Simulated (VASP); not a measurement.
Wanted: the native input for a VASP 6.6.1 run.

* Task: single point
* Functional: PBE
* Potentials or basis: VASP PAW PBE potentials, release 64 (Na_pv, I)
* Cutoff: 520 eV
* k mesh: 6 × 6 × 6
* Occupations: fermi-dirac, width 0.02 eV
* Spin: no spin polarisation
* Dipole correction: no
* Further INCAR settings: ALGO = Normal; EDIFF = 1e-07; NBANDS = 14

The structure of NaI lies in POSCAR:

```
NaI
1.0
    4.0405366932      0.0000000000      0.0000000000
    0.0000000000      4.0405366932      0.0000000000
    0.0000000000      0.0000000000      4.1031650119
Na I
1 1
Direct
    0.0000000000      0.0000000000      0.0000000000
    0.5000000000      0.5000000000      0.5000000000
```

This cell differs from its parent crystal: uniaxial z strain +1.6%.

The input as run:

INCAR

```
SYSTEM = NaI
ALGO     = Normal         ! electronic algorithm
EDIFF    = 1E-7           ! SCF threshold, eV
ENCUT    = 520            ! plane-wave cutoff, eV
GGA      = PE             ! functional
ISIF     = 2              ! what is computed and relaxed
ISMEAR   = -1             ! smearing method
LASPH    = .TRUE.         ! aspherical terms in the spheres
LCHARG   = .TRUE.         ! write CHGCAR
LELF     = .TRUE.         ! ELF
LREAL    = .FALSE.        ! projectors in reciprocal space
LVHAR    = .TRUE.       
LWAVE    = .FALSE.        ! write WAVECAR
NBANDS   = 14             ! bands
NELM     = 80             ! most SCF steps
PREC     = Accurate       ! precision mode
SIGMA    = 0.02           ! smearing width, eV
```

KPOINTS

```
k-points
0
G
  6 6 6
  0 0 0
```

Potentials or basis: VASP PAW PBE potentials, release 64 (Na_pv, I).

The run is started by

```sh
$ cat potpaw_PBE.64/Na_pv/POTCAR potpaw_PBE.64/I/POTCAR > POTCAR
$ mpirun -np 1 vasp_std > vasp.out
```

It gave:

```json
{"Pressure": "0.0 GPa", "Band gap on the k mesh": "2.24 eV (least direct gap 2.76 eV)"}
```

Caveat: the cell differs from its parent crystal (uniaxial z strain +1.6%); spin-orbit coupling is left out, which moves the levels of the heavy elements.

It took 25 s on 1 thread of Intel(R) Xeon(R) Platinum 8259CL CPU @ 2.50GHz (Skylake/Cascade Lake), with other jobs on the host, peak memory 0.19 GiB.
